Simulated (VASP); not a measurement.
A run of VASP 6.6.1 is set up as follows.

The input INCAR:

```
SYSTEM = Ge
ALGO = Normal
EDIFF = 1E-6
ENCUT = 520
GGA = PE
ISIF = 2
ISMEAR = 0
LASPH = .True.
LCHARG = .False.
LREAL = .False.
LWAVE = .False.
NBANDS = 43
NELM = 60
PREC = Accurate
SIGMA = 0.1
```

KPOINTS

```
k-points
0
Gamma
  6 4 4
  0 0 0
```

File POSCAR:

```
Ge
1.0
    2.5896172800      0.0000000000      0.0000000000
    0.0000000000      5.0228912400      0.0000000000
    0.0000000000      0.0000000000      6.8917355800
Ge
5
Direct
    0.5000000000      0.7538350100      0.3161120000
    0.5000000000      0.2461649900      0.3161120000
    0.5000000000      0.7538350100      0.6838880000
    0.5000000000      0.2461649900      0.6838880000
    0.5000000000      0.5000000000      0.0000000000
```

Potentials or basis: VASP PAW PBE potentials, release 64 (Ge_d).

The run is started by

```sh
$ cat potpaw_PBE.64/Ge_d/POTCAR > POTCAR
$ mpirun -np 1 vasp_std > vasp.out
```

Q: Estimate the largest force.

A: 0.406 eV/Å.

Q: Estimate the pressure.

A: 17.2 GPa.

Q: What does it give for the band gap on the k mesh?

A: Zero (band 35 reaches 8.24 eV, above the bottom of band 36 at 5.18 eV).

Stress tensor (GPa, compression positive):
```
12.47  0.00  0.00
 0.00 20.08  0.00
 0.00  0.00 19.18
```

Caveat: the k points lie up to 0.40 Å⁻¹ apart.
